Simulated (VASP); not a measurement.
# GaH6 (P-62m) in VASP: further runs

GaH6 is run at these levels: PBE; tasks: single point, relaxation of cell and atoms.

All numbers are computed with VASP 6.6.1; they aren't measurements. Logs are shortened: lines on timing, memory, paths and dates and some standing lists are left out, and cuts for length are marked.

## 1. The cell of the first run

It takes space group P-62m (No. 189, hexagonal). Conventional cell: a = 4.223 Å, b = 4.223 Å, c = 5.029 Å, α = 90.00°, β = 90.00°, γ = 120.00°. Ga (site symmetry -62m) has 18 H at 2.56 to 3.52 Å within 3.6 Å. Within 1.0 Å of H (site symmetry m) lie 1 H at 0.77 Å.

The cell was built from a structure type or drawn by symmetry, and may not be a known phase.

## 2. Single point, PBE

INCAR

```
ALGO = Normal
EDIFF = 1E-6
ENCUT = 520
GGA = PE
ISIF = 2
ISMEAR = 0
LASPH = T
LCHARG = F
LREAL = F
LWAVE = F
NBANDS = 18
NELM = 100
PREC = Accurate
SIGMA = 0.1
```

KPOINTS

```
k-points
0
Gamma
  12 12 8
```

POSCAR

```
GaH6
1.0
    4.2234939730      0.0000000000      0.0000000000
   -2.1117469865      3.6576530733      0.0000000000
    0.0000000000      0.0000000000      5.0288546590
Ga H
1 6
Direct
    0.0000000000      0.0000000000      0.5000000000
    0.3374242122      0.0000000000      0.0762354677
    0.0000000000      0.3374242122      0.0762354677
    0.6625757878      0.6625757878      0.0762354677
    0.3374242122      0.0000000000      0.9237645323
    0.0000000000      0.3374242122      0.9237645323
    0.6625757878      0.6625757878      0.9237645323
```

Potentials or basis: VASP PAW PBE potentials, release 64 (Ga_d, H).

On the command line:

```bash
> cat potpaw_PBE.64/Ga_d/POTCAR potpaw_PBE.64/H/POTCAR > POTCAR
> mpirun -np 1 vasp_std > vasp.out
```

OUTCAR:

```text
EDIFF = 1E-6
   ENCUT = 520
   GGA = PE
   ISIF = 2
   ISMEAR = 0
   LASPH = T
   LREAL = F
   NELM = 100
   PREC = Accurate

 ion  position               nearest neighbor table
   1  0.000  0.000  0.500-
   2  0.337  0.000  0.076-   5 0.77
   3  0.000  0.337  0.076-   6 0.77
   4  0.663  0.663  0.076-   7 0.77
   5  0.337  0.000  0.924-   2 0.77
   6  0.000  0.337  0.924-   3 0.77
   7  0.663  0.663  0.924-   4 0.77

  LATTYP: Found a hexagonal cell.
 ALAT       =     4.2234939730
 C/A-ratio  =     1.1906858850

  Lattice vectors:

 A1 = (   4.2234939730,   0.0000000000,   0.0000000000)
 A2 = (  -2.1117469865,   3.6576530733,   0.0000000000)
 A3 = (   0.0000000000,   0.0000000000,   5.0288546590)

Analysis of symmetry for initial positions (statically):
=====================================================================
 Subroutine PRICEL returns:
 Original cell was already a primitive cell.

 Routine SETGRP: Setting up the symmetry group for a
 hexagonal supercell.

 Subroutine GETGRP returns: Found 12 space group operations
 (whereof 12 operations were pure point group operations)
 out of a pool of 24 trial point group operations.

The static configuration has the point symmetry D_3h.

Analysis of symmetry for dynamics (positions and initial velocities):
=====================================================================
 Subroutine PRICEL returns:
 Original cell was already a primitive cell.

 Routine SETGRP: Setting up the symmetry group for a
 hexagonal supercell.

 Subroutine GETGRP returns: Found 12 space group operations
 (whereof 12 operations were pure point group operations)
 out of a pool of 24 trial point group operations.

The dynamic configuration has the point symmetry D_3h.

 Subroutine INISYM returns: Found 12 space group operations
 (whereof 12 operations are pure point group operations),
 and found     1 'primitive' translations

----------------------------------------------------------------------------------------

                                     Primitive cell

  volume of cell :      77.6861

  direct lattice vectors                    reciprocal lattice vectors
     4.223493973  0.000000000  0.000000000     0.236770789  0.136699679  0.000000000
    -2.111746987  3.657653073  0.000000000     0.000000000  0.273399357  0.000000000
     0.000000000  0.000000000  5.028854659     0.000000000  0.000000000  0.198852436

  length of vectors
     4.223493973  4.223493973  5.028854659     0.273399357  0.273399357  0.198852436

  position of ions in fractional coordinates (direct lattice)
     0.000000000  0.000000000  0.500000000
     0.337424212  0.000000000  0.076235468
     0.000000000  0.337424212  0.076235468
     0.662575788  0.662575788  0.076235468
     0.337424212  0.000000000  0.923764532
     0.000000000  0.337424212  0.923764532
     0.662575788  0.662575788  0.923764532

  ion indices of the primitive-cell ions
   primitive index   ion index
                 1           1
                 2           2
                 3           3
                 4           4
                 5           5
                 6           6
                 7           7

----------------------------------------------------------------------------------------

 KPOINTS: k-points

Automatic generation of k-mesh.
 Grid dimensions read from file:
 generate k-points for:   12   12    8

 Generating k-lattice:

  Cartesian coordinates                     Fractional coordinates (reciprocal lattice)
     0.019730899  0.011391640  0.000000000     0.083333333  0.000000000  0.000000000
     0.000000000  0.022783280  0.000000000     0.000000000  0.083333333  0.000000000
     0.000000000  0.000000000  0.024856555     0.000000000  0.000000000  0.125000000

  Length of vectors
     0.022783280  0.022783280  0.024856555

  Shift w.r.t. Gamma in fractional coordinates (k-lattice)
     0.000000000  0.000000000  0.000000000

 Subroutine IBZKPT returns following result:
 ===========================================

 Found     95 irreducible k-points:

 Following reciprocal coordinates:
            Coordinates               Weight
  0.000000  0.000000  0.000000      1.000000
  0.083333  0.000000  0.000000      6.000000
  0.166667  0.000000  0.000000      6.000000
  0.250000  0.000000  0.000000      6.000000
  0.333333  0.000000  0.000000      6.000000
  0.416667  0.000000  0.000000      6.000000
[... 16 lines left out ...]
  0.250000  0.000000  0.125000     12.000000
  0.333333  0.000000  0.125000     12.000000
 [... further k-points ...]
   k-points           NKPTS =     95   k-points in BZ     NKDIM =     95   number of bands    NBANDS=     18
   number of dos      NEDOS =    301   number of ions     NIONS =      7
   total plane-waves  NPLWV =  40960
   dimension x,y,z NGX =    32 NGY =   32 NGZ =   40
   dimension x,y,z NGXF=    64 NGYF=   64 NGZF=   80
   ions per type =               1   6
   NGX,Y,Z   is equivalent  to a cutoff of  12.60, 12.60, 13.22 a.u.
   NGXF,Y,Z  is equivalent  to a cutoff of  25.19, 25.19, 26.45 a.u.
 SYSTEM =  unknown system
   PREC   = accura    normal or accurate (medium, high low for compatibility)
   ISTART =      0    job   : 0-new  1-cont  2-samecut
   ICHARG =      2    charge: 1-file 2-atom 10-const
   ISPIN  =      1    spin polarized calculation?
   LNONCOLLINEAR =      F non collinear calculations
   LSORBIT =      F    spin-orbit coupling
   LASPH  =      T    aspherical Exc in radial PAW
   ENCUT  =  520.0 eV  38.22 Ry    6.18 a.u.   7.85  7.85  9.35*2*pi/ulx,y,z
   NELM   =    100;   NELMIN=  2; NELMDL= -5     # of ELM steps
   EDIFF  = 0.1E-05   stopping-criterion for ELM
   LREAL  =      F    real-space projection
   EDIFFG = 0.1E-04   stopping-criterion for IOM
   NSW    =      0    number of steps for IOM
   IBRION =     -1    ionic relax: 0-MD 1-quasi-New 2-CG
   NFREE  =      0    steps in history (QN), initial steepest desc. (CG)
   ISIF   =      2    stress and relaxation
   ISYM   =      2    0-nonsym 1-usesym 2-fastsym
   POTIM  = 0.5000    time-step for ionic-motion
   TEBEG  =    0.0;   TEEND  =   0.0 temperature during run
   PSTRESS=    0.0 pullay stress
   NELECT =      19.0000    total number of electrons
   NUPDOWN=      -1.0000    fix difference up-down
   EMIN   =  10.00;   EMAX   =-10.00  energy-range for DOS
   EFERMI =   0.00;   METHOD = LEGACY
   ISMEAR =     0;   SIGMA  =   0.10  broadening in eV -4-tet -1-fermi 0-gaus
   EFERMI_NEDOS =   21; number of points for ismear=-14 and -15
   IALGO  =     38    algorithm
   IMIX   =      4    mixing-type and parameters
     AMIX     =   0.40;   BMIX     =  1.00
     AMIX_MAG =   1.60;   BMIX_MAG =  1.00
  volume/ion in A,a.u.               =      11.10        74.89
  Fermi-wavevector in a.u.,A,eV,Ry     =   1.023792  1.934685 14.260935  1.048149
  Thomas-Fermi vector in A             =   2.157544
   LORBIT       =      0    0 simple, 1 ext, 2 COOP (PROOUT), +10 PAW based schemes
   GGA     = PE    functional components
   LHFCALC =     F    Hartree Fock is set to
   AEXX    =    0.0000 exact exchange contribution
   IVDW    =     0    specifies the selected vdW correction
   LEPSILON=     F    determine dielectric tensor
   LRPA    =     F    only Hartree local field effects (RPA)
 non-spin polarized calculation
 Gauss-broadening in eV      SIGMA  =   0.10
  energy-cutoff  :      520.00
  volume of cell :       77.69
 maximum number of plane-waves:      2109
 NGX is ok and might be reduce to    32
   NGX = 15   NGY = 15   NGZ = 19

 number of electron      19.0000012 magnetization

 Free energy of the ion-electron system (eV)
  ---------------------------------------------------
  ext. energy  EPLUGINS =         0.00000000
  ---------------------------------------------------
  free energy    TOTEN  =       -21.39016097 eV

  energy without entropy =      -21.38463338  energy(sigma->0) =      -21.38739718

 E-fermi :   0.1740     XC(G=0):  -7.5275

 val. band max:        0.1674567625   @ k =   0.2500   0.0000   0.1250
 cond. band min:       0.2015530612   @ k =   0.2500   0.0833   0.5000
 fundamental gap:      0.0340962988
 Fermi energy:         0.1739723124

 k-point     1 :       0.0000    0.0000    0.0000
  band No.  band energies     occupation
      1     -15.4563      2.00000
      2     -15.4378      2.00000
      3     -15.4378      2.00000
      4     -15.4112      2.00000
      5     -15.4112      2.00000
      6      -9.6668      2.00000
[... 10 lines left out ...]
     17       8.3347      0.00000
     18       8.3347      0.00000

 k-point     2 :       0.0833    0.0000    0.0000
  band No.  band energies     occupation
      1     -15.4559      2.00000
      2     -15.4381      2.00000
      3     -15.4379      2.00000
      4     -15.4112      2.00000
      5     -15.4105      2.00000
      6      -9.6074      2.00000
[... 10 lines left out ...]
     17       8.3356      0.00000
     18       9.2812      0.00000

 k-point     3 :       0.1667    0.0000    0.0000
  band No.  band energies     occupation
      1     -15.4549      2.00000
      2     -15.4390      2.00000
      3     -15.4381      2.00000
      4     -15.4113      2.00000
      5     -15.4087      2.00000
      6      -9.4312      2.00000
[... 10 lines left out ...]
     17       8.5517      0.00000
     18       9.7890      0.00000

 k-point     4 :       0.2500    0.0000    0.0000
  band No.  band energies     occupation
      1     -15.4536      2.00000
      2     -15.4402      2.00000
      3     -15.4384      2.00000
      4     -15.4115      2.00000
      5     -15.4062      2.00000
      6      -9.1434      2.00000
[... 375 lines left out ...]
      4     -15.4113      2.00000
      5     -15.4086      2.00000
      6      -9.3842      2.00000
[... 10 lines left out ...]
     17       8.7709      0.00000
     18       9.0776      0.00000

 k-point    23 :       0.2500    0.0000    0.1250
  band No.  band energies     occupation
      1     -15.4529      2.00000
      2     -15.4405      2.00000
      3     -15.4386      2.00000
      4     -15.4114      2.00000
      5     -15.4061      2.00000
      6      -9.0968      2.00000
[... 10 lines left out ...]
     17       8.6910      0.00000
     18       9.7238      0.00000

 k-point    24 :       0.3333    0.0000    0.1250
  band No.  band energies     occupation
      1     -15.4517      2.00000
      2     -15.4418      2.00000
      3     -15.4390      2.00000
      4     -15.4116      2.00000
      5     -15.4036      2.00000
      6      -8.7087      2.00000
[... 10 lines left out ...]
     17       8.7792      0.00000
     18      10.5823      0.00000

 [... further k-points ...]

------------------------ aborting loop because EDIFF is reached ----------------------------------------

  FORCE on cell =-STRESS in cart. coord.  units (eV):
  Direction    XX          YY          ZZ          XY          YZ          ZX
  --------------------------------------------------------------------------------------
  -------------------------------------------------------------------------------------
  Total       -0.0765493     -0.0765493     -0.0953609      0.0000000      0.0000000      0.0000000
  in kB       -1.5787315     -1.5787315     -1.9666961      0.0000000      0.0000000      0.0000000
  external PRESSURE =      -1.7080530 kB  Pullay stress =       0.0000000 kB

 VOLUME and BASIS-vectors are now :
 -----------------------------------------------------------------------------
  energy-cutoff  :      520.00
  volume of cell :       77.69
      direct lattice vectors                 reciprocal lattice vectors
     4.223493973  0.000000000  0.000000000     0.236770789  0.136699679  0.000000000
    -2.111746987  3.657653073  0.000000000     0.000000000  0.273399357  0.000000000
     0.000000000  0.000000000  5.028854659     0.000000000  0.000000000  0.198852436

 POSITION                                       TOTAL-FORCE (eV/Angst)
 -----------------------------------------------------------------------------------
      0.00000      0.00000      2.51443        -0.000000     -0.000000      0.000000
      1.42511      0.00000      0.38338         0.000671     -0.000000     -0.006097
     -0.71255      1.23418      0.38338        -0.000335      0.000581     -0.006097
      1.39919      2.42347      0.38338        -0.000335     -0.000581     -0.006097
      1.42511      0.00000      4.64548         0.000671     -0.000000      0.006097
     -0.71255      1.23418      4.64548        -0.000335      0.000581      0.006097
      1.39919      2.42347      4.64548        -0.000335     -0.000581      0.006097
 -----------------------------------------------------------------------------------
    total drift:                                0.000000      0.000000      0.000000

  FREE ENERGIE OF THE ION-ELECTRON SYSTEM (eV)
  ---------------------------------------------------
  free  energy   TOTEN  =       -21.3901609694 eV

  energy  without entropy=      -21.3846333833  energy(sigma->0) =      -21.38739718
```

It took 2.7 min on 1 thread of Intel Xeon Platinum 8259CL at 2.50GHz (Skylake/Cascade Lake), shared host; peak memory 0.26 GiB.

What came out:

* Free energy: -21.3902 eV
* Pressure: -0.2 GPa
* Largest force: 0.006 eV/Å
* Band gap on the k mesh: zero (an odd number of electrons rules out a gap without spin polarisation)

Forces in eV/Å, atoms in the order of the input:
```
Ga   0.000  0.000  0.000
H    0.001  0.000 -0.006
H    0.000  0.001 -0.006
H    0.000 -0.001 -0.006
H    0.001  0.000  0.006
H    0.000  0.001  0.006
H    0.000 -0.001  0.006
```

## 3. Relaxation of cell and atoms, PBE

This run uses another cell than the first one, of 10.65 Å³/atom.

INCAR

```
SYSTEM = GaH6
ALGO = Normal ; EDIFF = 1E-6
EDIFFG = -0.01 ; ENCUT = 600
GGA = PE ; IBRION = 2
ISIF = 3 ; ISMEAR = 0
LASPH = .TRUE. ; LCHARG = .FALSE.
LREAL = .FALSE. ; LWAVE = .FALSE.
NELM = 60 ; NSW = 100
PREC = Accurate ; SIGMA = 0.1
```

KPOINTS

```
k-points
0
G
  12 12 8
  0 0 0
```

POSCAR

```
GaH6
1.0
    4.1893106307      0.0000000000      0.0000000000
   -2.0946553153      3.6280494305      0.0000000000
    0.0000000000      0.0000000000      4.9059482603
Ga H
1 6
Direct
    0.0000000000      0.0000000000      0.5000000000
    0.3347385844      0.0000000000      0.0783682056
    0.0000000000      0.3347385844      0.0783682056
    0.6652614156      0.6652614156      0.0783682056
    0.3347385844      0.0000000000      0.9216317944
    0.0000000000      0.3347385844      0.9216317944
    0.6652614156      0.6652614156      0.9216317944
```

Potentials or basis: VASP PAW PBE potentials, release 64 (Ga_d, H).

On the command line:

```bash
> cat potpaw_PBE.64/Ga_d/POTCAR potpaw_PBE.64/H/POTCAR > POTCAR
> mpirun -np 1 vasp_std > vasp.out
```

It took 13 min on 1 thread of Intel Xeon Platinum 8259CL at 2.50GHz (Skylake/Cascade Lake), shared host; peak memory 0.3 GiB.

The run converged. Its results:

```
Free energy                           : -21.3934 eV
Relaxed volume                        : 10.95 Å³/atom
Relaxed cell                          : a = 4.204 Å, b = 4.204 Å, c = 5.005 Å, α = 90.00°, β = 90.00°, γ = 120.00°
Space group after relaxing (to 0.1 Å) : P-62m (No. 189)
Energy gained by relaxing             : 0.4 meV/atom
Ionic steps                           : 13
Pressure after relaxing               : 0.1 GPa
Largest force after relaxing          : 0.008 eV/Å
Band gap on the k mesh                : zero (an odd number of electrons rules out a gap without spin polarisation)
```

Forces in eV/Å, atoms in the order of the input:
```
Ga   0.000  0.000  0.000
H   -0.001  0.000  0.008
H    0.000  0.000  0.008
H    0.000  0.000  0.008
H   -0.001  0.000 -0.008
H    0.000  0.000 -0.008
H    0.000  0.000 -0.008
```

Step by step:
```
step  energy change (eV)  largest force (eV/Å)  pressure (GPa)  volume (Å³)
   1              0.0000                0.0148            0.18        74.57
   2             -0.0002                0.0416            0.08        74.70
   3             -0.0003                0.0564            0.06        74.75
   4             -0.0004                0.0524            0.06        74.79
   5             -0.0007                0.0404            0.06        74.91
   6             -0.0013                0.0170            0.07        75.16
   7             -0.0020                0.0383            0.08        75.66
   8             -0.0020                0.0480            0.16        75.76
   9             -0.0021                0.0684            0.17        75.95
  10             -0.0022                0.0593            0.15        76.05
  11             -0.0025                0.0324            0.05        76.35
  12             -0.0026                0.0206           -0.04        76.94
  13             -0.0026                0.0077            0.08        76.62
```

Final structure:
```cif
data_structure
_symmetry_space_group_name_H-M 'P 1'
_symmetry_Int_Tables_number 1
_cell_length_a 4.2043
_cell_length_b 4.2043
_cell_length_c 5.0055
_cell_angle_alpha 90.000
_cell_angle_beta 90.000
_cell_angle_gamma 120.000
_cell_volume 76.62
loop_
_atom_site_label
_atom_site_type_symbol
_atom_site_fract_x
_atom_site_fract_y
_atom_site_fract_z
_atom_site_occupancy
Ga1 Ga 0.00000 0.00000 0.50000 1
H1 H 0.33769 0.00000 0.07656 1
H2 H 0.00000 0.33769 0.07656 1
H3 H 0.66231 0.66231 0.07656 1
H4 H 0.33769 0.00000 0.92344 1
H5 H 0.00000 0.33769 0.92344 1
H6 H 0.66231 0.66231 0.92344 1
```

Levels at points of the mesh, in eV from the Fermi level:
```csv
k point,band 5,band 6,band 7,band 8,band 9,band 10,band 11,band 12,band 13
"(0.00, 0.00, 0.00)",-15.57,-9.90,-5.29,-5.29,-4.88,-1.00,3.60,3.60,5.54
"(0.50, 0.00, 0.00)",-15.56,-8.13,-7.63,-5.91,-3.85,0.19,0.54,2.64,3.33
"(0.00, 0.00, 0.50)",-15.57,-9.50,-6.52,-5.23,-5.23,2.91,3.15,3.15,4.59
"(0.50, 0.00, 0.50)",-15.56,-7.67,-7.48,-5.80,-5.36,-1.28,1.97,3.10,4.98
```
